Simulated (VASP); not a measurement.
Wanted: the native input for a VASP 6.6.1 run.

```
Task                   : single point
Functional             : PBE
Potentials or basis    : VASP PAW PBE potentials, release 64 (As, Se)
Cutoff                 : 520 eV
k mesh                 : 6 × 6 × 2
Occupations            : gaussian, width 0.2 eV
Spin                   : no spin polarisation
Dipole correction      : no
Further INCAR settings : ALGO = Normal; EDIFF = 1e-06; NBANDS = 34
```

The structure of As2Se lies in POSCAR:

```
As2Se
1.0
    3.7996012769     -0.0000104313     -0.0004837842
   -1.8998050182      3.2902736844     -0.0004354368
    0.0044916062      0.0030390883     17.0497773937
As Se
6 3
Direct
    0.9990137916      0.0042021142      0.6436446639
    0.6657007710      0.3375304145      0.5672307704
   -0.0004883855      0.0044448888      0.3565271109
    0.3328306596      0.6711844945      0.4329417035
    0.6674736594      0.3288945546      0.8967078845
    0.3340381246      0.6624341325      0.1031581075
    0.3339029063      0.6636441077      0.8106161366
    0.6670781945      0.3305448386      0.1892459667
    0.0004502784     -0.0028795452      0.9999276561
```

One way to write it, as run:

INCAR

```
ALGO = Normal ; EDIFF = 1E-6
ENCUT = 520 ; GGA = PE
ISIF = 2 ; ISMEAR = 0
LASPH = T ; LCHARG = F
LREAL = F ; LWAVE = F
NBANDS = 34 ; NELM = 60
PREC = Accurate ; SIGMA = 0.2
```

KPOINTS

```
k-points
0
Gamma
  6 6 2
```

Potentials or basis: VASP PAW PBE potentials, release 64 (As, Se).

Launch:

```sh
$ cat potpaw_PBE.64/As/POTCAR potpaw_PBE.64/Se/POTCAR > POTCAR
$ mpirun -np 1 vasp_std > vasp.out
```

Results of the run:

- Pressure: 0.1 GPa
- Largest force: 0.055 eV/Å
- Band gap on the k mesh: 0.21 eV (least direct gap 0.49 eV)

Run time: 8 min on 1 thread of Intel Xeon 8259CL, on a shared host, peak memory 0.4 GiB.
